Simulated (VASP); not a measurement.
# Nb (Im-3m) in VASP: notebook

Runs on Nb. Level: PBE. Tasks: single point, relaxation of cell and atoms.

Everything below comes from runs of VASP 6.6.1. Logs are shortened: lines on timing, memory, paths and dates and some standing lists are left out, and cuts for length are marked.

### Step 1. The cell of the first run

Symmetry: Im-3m, No. 229, cubic system. Conventional cell: a = 3.311 Å, b = 3.311 Å, c = 3.311 Å, α = 90.00°, β = 90.00°, γ = 90.00°. Within 3.8 Å of Nb (site symmetry m-3m) lie 14 Nb at 2.87 to 3.31 Å.

### Step 2. Single point, PBE

INCAR reads:

```
SYSTEM = Nb
PREC = Accurate ; ENCUT = 520
EDIFF = 1E-7 ; ISMEAR = 0
SIGMA = 0.1 ; LREAL = .False.
LASPH = .True. ; NELM = 100
ALGO = Fast ; ISIF = 2
LWAVE = .False. ; LCHARG = .False.
GGA = PE ; NBANDS = 12
```

KPOINTS reads:

```
Automatic mesh
0
Gamma
  18 18 18
  0 0 0
```

POSCAR reads:

```
Nb
1.0
   -1.6556196528      1.6556196528      1.6556196528
    1.6556196528     -1.6556196528      1.6556196528
    1.6556196528      1.6556196528     -1.6556196528
Nb
1
Direct
    0.0000000000      0.0000000000      0.0000000000
```

Potentials or basis: VASP PAW PBE potentials, release 64 (Nb_sv).

Started as:

```console
> cat potpaw_PBE.64/Nb_sv/POTCAR > POTCAR
> mpirun -np 1 vasp_std > vasp.out
```

OUTCAR:

```text
SYSTEM = Nb
   PREC = Accurate
   ENCUT = 520
   EDIFF = 1E-7
   ISMEAR = 0
   LREAL = .False.
   LASPH = .True.
   NELM = 100
   ISIF = 2
   GGA = PE

 ion  position               nearest neighbor table
   1  0.000  0.000  0.000-

  LATTYP: Found a body centered cubic cell.
 ALAT       =     3.3112393056

  Lattice vectors:

 A1 = (  -1.6556196528,   1.6556196528,   1.6556196528)
 A2 = (   1.6556196528,  -1.6556196528,   1.6556196528)
 A3 = (   1.6556196528,   1.6556196528,  -1.6556196528)

Analysis of symmetry for initial positions (statically):
=====================================================================
 Subroutine PRICEL returns:
 Original cell was already a primitive cell.

 Routine SETGRP: Setting up the symmetry group for a
 body centered cubic supercell.

 Subroutine GETGRP returns: Found 48 space group operations
 (whereof 48 operations were pure point group operations)
 out of a pool of 48 trial point group operations.

The static configuration has the point symmetry O_h .

Analysis of symmetry for dynamics (positions and initial velocities):
=====================================================================
 Subroutine PRICEL returns:
 Original cell was already a primitive cell.

 Routine SETGRP: Setting up the symmetry group for a
 body centered cubic supercell.

 Subroutine GETGRP returns: Found 48 space group operations
 (whereof 48 operations were pure point group operations)
 out of a pool of 48 trial point group operations.

The dynamic configuration has the point symmetry O_h .

 Subroutine INISYM returns: Found 48 space group operations
 (whereof 48 operations are pure point group operations),
 and found     1 'primitive' translations

----------------------------------------------------------------------------------------

                                     Primitive cell

  volume of cell :      18.1527

  direct lattice vectors                    reciprocal lattice vectors
    -1.655619653  1.655619653  1.655619653     0.000000000  0.302001730  0.302001730
     1.655619653 -1.655619653  1.655619653     0.302001730  0.000000000  0.302001730
     1.655619653  1.655619653 -1.655619653     0.302001730  0.302001730  0.000000000

  length of vectors
     2.867617357  2.867617357  2.867617357     0.427094943  0.427094943  0.427094943

  position of ions in fractional coordinates (direct lattice)
     0.000000000  0.000000000  0.000000000
[... 83 lines left out ...]
   ISYM   =      2    0-nonsym 1-usesym 2-fastsym
   POTIM  = 0.5000    time-step for ionic-motion
   TEBEG  =    0.0;   TEEND  =   0.0 temperature during run
   PSTRESS=    0.0 pullay stress
   NELECT =      13.0000    total number of electrons
   NUPDOWN=      -1.0000    fix difference up-down
   EMIN   =  10.00;   EMAX   =-10.00  energy-range for DOS
   EFERMI =   0.00;   METHOD = LEGACY
   ISMEAR =     0;   SIGMA  =   0.10  broadening in eV -4-tet -1-fermi 0-gaus
   EFERMI_NEDOS =   21; number of points for ismear=-14 and -15
   IALGO  =     68    algorithm
   IMIX   =      4    mixing-type and parameters
     AMIX     =   0.40;   BMIX     =  1.00
     AMIX_MAG =   1.60;   BMIX_MAG =  1.00
  volume/ion in A,a.u.               =      18.15       122.50
  Fermi-wavevector in a.u.,A,eV,Ry     =   1.464678  2.767839 29.188314  2.145281
  Thomas-Fermi vector in A             =   2.580625
   LORBIT       =      0    0 simple, 1 ext, 2 COOP (PROOUT), +10 PAW based schemes
   GGA     = PE    functional components
   LHFCALC =     F    Hartree Fock is set to
   AEXX    =    0.0000 exact exchange contribution
   IVDW    =     0    specifies the selected vdW correction
   LEPSILON=     F    determine dielectric tensor
   LRPA    =     F    only Hartree local field effects (RPA)
 non-spin polarized calculation
 RMM-DIIS sequential band-by-band and
 Gauss-broadening in eV      SIGMA  =   0.10
  energy-cutoff  :      520.00
  volume of cell :       18.15
 maximum number of plane-waves:       500
 NGX is ok and might be reduce to    24
   NGX = 11   NGY = 11   NGZ = 11

 number of electron      13.0000000 magnetization

 Free energy of the ion-electron system (eV)
  ---------------------------------------------------
  ext. energy  EPLUGINS =         0.00000000
  ---------------------------------------------------
  free energy    TOTEN  =       -10.21982159 eV

  energy without entropy =      -10.21142962  energy(sigma->0) =      -10.21562561

 E-fermi :  11.0506     XC(G=0): -12.4605

 val. band max:       11.0443185967   @ k =   0.3333   0.2222   0.0000
 cond. band min:      11.0565904441   @ k =   0.2778   0.0556   0.0000
 fundamental gap:      0.0122718475
 Fermi energy:        11.0505940507

 k-point     1 :       0.0000    0.0000    0.0000
  band No.  band energies     occupation
      1     -43.3117      2.00000
      2     -18.6250      2.00000
      3     -18.6250      2.00000
      4     -18.6250      2.00000
      5       5.1386      2.00000
      6      11.4372      0.00000
      7      11.4372      0.00000
      8      11.4372      0.00000
      9      14.3210      0.00000
     10      14.3210      0.00000
     11      25.2686      0.00000
     12      25.2687      0.00000
[... 331 lines left out ...]
 k-point    24 :       0.3889    0.1111    0.0000
  band No.  band energies     occupation
      1     -43.0739      2.00000
      2     -19.8661      2.00000
      3     -19.0807      2.00000
      4     -18.6942      2.00000
      5       7.7614      2.00000
      6       9.5654      2.00000
      7      12.1578      0.00000
      8      14.2050      0.00000
      9      15.2726      0.00000
     10      17.7339      0.00000
     11      22.8805      0.00000
     12      23.5879      0.00000

 [... further k-points ...]

------------------------ aborting loop because EDIFF is reached ----------------------------------------

  FORCE on cell =-STRESS in cart. coord.  units (eV):
  Direction    XX          YY          ZZ          XY          YZ          ZX
  --------------------------------------------------------------------------------------
  -------------------------------------------------------------------------------------
  Total       -0.0374973     -0.0374973     -0.0374973      0.0000000      0.0000000     -0.0000000
  in kB       -3.3095488     -3.3095488     -3.3095488      0.0000000      0.0000000     -0.0000000
  external PRESSURE =      -3.3095488 kB  Pullay stress =       0.0000000 kB

 VOLUME and BASIS-vectors are now :
 -----------------------------------------------------------------------------
  energy-cutoff  :      520.00
  volume of cell :       18.15
      direct lattice vectors                 reciprocal lattice vectors
    -1.655619653  1.655619653  1.655619653     0.000000000  0.302001730  0.302001730
     1.655619653 -1.655619653  1.655619653     0.302001730  0.000000000  0.302001730
     1.655619653  1.655619653 -1.655619653     0.302001730  0.302001730  0.000000000

 POSITION                                       TOTAL-FORCE (eV/Angst)
 -----------------------------------------------------------------------------------
      0.00000      0.00000      0.00000        -0.000000      0.000000      0.000000
 -----------------------------------------------------------------------------------
    total drift:                                0.000000      0.000000     -0.000000

  FREE ENERGIE OF THE ION-ELECTRON SYSTEM (eV)
  ---------------------------------------------------
  free  energy   TOTEN  =       -10.2198215945 eV

  energy  without entropy=      -10.2114296208  energy(sigma->0) =      -10.21562561
```

It took 33 s on 1 thread of Intel Xeon 6975P-C (Granite Rapids), shared host; peak memory 0.16 GiB.

Results:

- Free energy: -10.2198 eV
- Pressure: -0.3 GPa

### Step 3. Relaxation of cell and atoms, PBE

This run uses another cell than the first one, of 18.26 Å³/atom, 1.006 times its volume.

INCAR reads:

```
SYSTEM = Nb
  PREC = Accurate
  ENCUT = 600
  EDIFF = 1E-6
  ISMEAR = 0
  SIGMA = 0.1
  LREAL = .FALSE.
  LASPH = .TRUE.
  NELM = 60
  ALGO = Normal
  ISIF = 3
  LWAVE = .FALSE.
  LCHARG = .FALSE.
  GGA = PE
  IBRION = 2
  NSW = 100
  EDIFFG = -0.005
```

KPOINTS reads:

```
regular mesh
0
G
  18 18 18
  0 0 0
```

POSCAR reads:

```
Nb
1.0
   -1.6588161900      1.6588161900      1.6588161900
    1.6588161900     -1.6588161900      1.6588161900
    1.6588161900      1.6588161900     -1.6588161900
Nb
1
Direct
    0.0000000000      0.0000000000      0.0000000000
```

Potentials or basis: VASP PAW PBE potentials, release 64 (Nb_sv).

Started as:

```console
> cat potpaw_PBE.64/Nb_sv/POTCAR > POTCAR
> mpirun -np 1 vasp_std > vasp.out
```

OUTCAR:

```text
SYSTEM = Nb
   PREC = Accurate
   ENCUT = 600
   EDIFF = 1E-6
   ISMEAR = 0
   LREAL = .FALSE.
   LASPH = .TRUE.
   NELM = 60
   ISIF = 3
   GGA = PE
   IBRION = 2
   NSW = 100
   EDIFFG = -0.005

 ion  position               nearest neighbor table
   1  0.000  0.000  0.000-

  LATTYP: Found a body centered cubic cell.
 ALAT       =     3.3176323800

  Lattice vectors:

 A1 = (  -1.6588161900,   1.6588161900,   1.6588161900)
 A2 = (   1.6588161900,  -1.6588161900,   1.6588161900)
 A3 = (   1.6588161900,   1.6588161900,  -1.6588161900)

Analysis of symmetry for initial positions (statically):
=====================================================================
 Subroutine PRICEL returns:
 Original cell was already a primitive cell.

 Routine SETGRP: Setting up the symmetry group for a
 body centered cubic supercell.

 Subroutine GETGRP returns: Found 48 space group operations
 (whereof 48 operations were pure point group operations)
 out of a pool of 48 trial point group operations.

The static configuration has the point symmetry O_h .

Analysis of symmetry for dynamics (positions and initial velocities):
=====================================================================
 Subroutine PRICEL returns:
 Original cell was already a primitive cell.

 Routine SETGRP: Setting up the symmetry group for a
 body centered cubic supercell.

 Subroutine GETGRP returns: Found 48 space group operations
 (whereof 48 operations were pure point group operations)
 out of a pool of 48 trial point group operations.

The dynamic configuration has the point symmetry O_h .

 Subroutine INISYM returns: Found 48 space group operations
 (whereof 48 operations are pure point group operations),
 and found     1 'primitive' translations

[... 128 lines left out ...]
 maximum number of plane-waves:       623
   NGX = 11   NGY = 11   NGZ = 11

--------------------------------------- Ionic step        1  -------------------------------------------

 number of electron      12.9999999 magnetization

 Free energy of the ion-electron system (eV)
  ---------------------------------------------------
  ext. energy  EPLUGINS =         0.00000000
  ---------------------------------------------------
  free energy    TOTEN  =       -10.21927798 eV

  energy without entropy =      -10.21082850  energy(sigma->0) =      -10.21505324

------------------------ aborting loop because EDIFF is reached ----------------------------------------

  FORCE on cell =-STRESS in cart. coord.  units (eV):
  Direction    XX          YY          ZZ          XY          YZ          ZX
  --------------------------------------------------------------------------------------
  -------------------------------------------------------------------------------------
  Total       -0.1451226     -0.1451226     -0.1451226      0.0000000      0.0000000     -0.0000000
  in kB      -12.7347586    -12.7347586    -12.7347586      0.0000000      0.0000000     -0.0000000
  external PRESSURE =     -12.7347586 kB  Pullay stress =       0.0000000 kB
[... 57 lines left out ...]
--------------------------------------- Ionic step        3  -------------------------------------------

 number of electron      13.0000000 magnetization

 Free energy of the ion-electron system (eV)
  ---------------------------------------------------
  ext. energy  EPLUGINS =         0.00000000
  ---------------------------------------------------
  free energy    TOTEN  =       -10.21983281 eV

  energy without entropy =      -10.21146127  energy(sigma->0) =      -10.21564704

 E-fermi :  11.0760     XC(G=0): -12.4700

 val. band max:       11.0714849756   @ k =   0.3333   0.2222  -0.0000
 cond. band min:      11.0832193030   @ k =   0.2778   0.0556   0.0000
 fundamental gap:      0.0117343274
 Fermi energy:        11.0759756607

 k-point     1 :       0.0000    0.0000    0.0000
  band No.  band energies     occupation
      1     -43.2845      2.00000
      2     -18.5941      2.00000
      3     -18.5941      2.00000
      4     -18.5941      2.00000
      5       5.1596      2.00000
      6      11.4619      0.00000
      7      11.4619      0.00000
      8      11.4619      0.00000
      9      14.3516      0.00000
     10      14.3516      0.00000
[... 287 lines left out ...]
 k-point    24 :       0.3889    0.1111    0.0000
  band No.  band energies     occupation
      1     -43.0450      2.00000
      2     -19.8422      2.00000
      3     -19.0522      2.00000
      4     -18.6637      2.00000
      5       7.7800      2.00000
      6       9.5859      2.00000
      7      12.1882      0.00000
      8      14.2363      0.00000
      9      15.3071      0.00000
     10      17.7744      0.00000

 [... further k-points ...]

------------------------ aborting loop because EDIFF is reached ----------------------------------------

  FORCE on cell =-STRESS in cart. coord.  units (eV):
  Direction    XX          YY          ZZ          XY          YZ          ZX
  --------------------------------------------------------------------------------------
  -------------------------------------------------------------------------------------
  Total       -0.0002915     -0.0002915     -0.0002915      0.0000000     -0.0000000     -0.0000000
  in kB       -0.0257737     -0.0257737     -0.0257737      0.0000000     -0.0000000     -0.0000000
  external PRESSURE =      -0.0257737 kB  Pullay stress =       0.0000000 kB
[... 16 lines left out ...]
  FREE ENERGIE OF THE ION-ELECTRON SYSTEM (eV)
  ---------------------------------------------------
  free  energy   TOTEN  =       -10.2198328144 eV

  energy  without entropy=      -10.2114612715  energy(sigma->0) =      -10.21564704

 reached required accuracy - stopping structural energy minimisation
```

Wall time 31 s (1 thread of Intel Xeon 6975P-C (Granite Rapids), shared host); peak memory 0.17 GiB.

What came out:

* Free energy: -10.2198 eV
* Relaxed volume: 18.12 Å³/atom
* Relaxed cell: a = 2.866 Å, b = 2.866 Å, c = 2.866 Å, α = 109.47°, β = 109.47°, γ = 109.47°
* Space group after relaxing (to 0.05 Å): Im-3m (No. 229)
* Energy gained by relaxing: 0.6 meV/atom
* Ionic steps: 3
* Pressure after relaxing: 0.0 GPa

Step by step:
| step | energy change (eV) | largest force (eV/Å) | pressure (GPa) | volume (Å³) |
| --- | --- | --- | --- | --- |
| 1 | 0.0000 | 0.0000 | -1.27 | 18.26 |
| 2 | 0.0012 | 0.0000 | 2.34 | 17.88 |
| 3 | -0.0006 | 0.0000 | 0.00 | 18.12 |

Final structure:
```
Nb
1.0
    -1.65461    1.65461    1.65461
     1.65461   -1.65461    1.65461
     1.65461    1.65461   -1.65461
Nb
1
Cartesian
  0.0000 0.0000 0.0000
```

Levels at points of the mesh, in eV from the Fermi level:
```tsv
k point	band 4	band 5	band 6	band 7	band 8	band 9
(0.00, 0.00, 0.00)	-29.67	-5.92	0.39	0.39	0.39	3.28
(0.50, 0.00, 0.00)	-29.68	-3.68	-1.62	2.27	3.30	3.98
(0.50, 0.50, 0.50)	-30.58	-3.67	-3.67	5.58	5.58	5.58
```
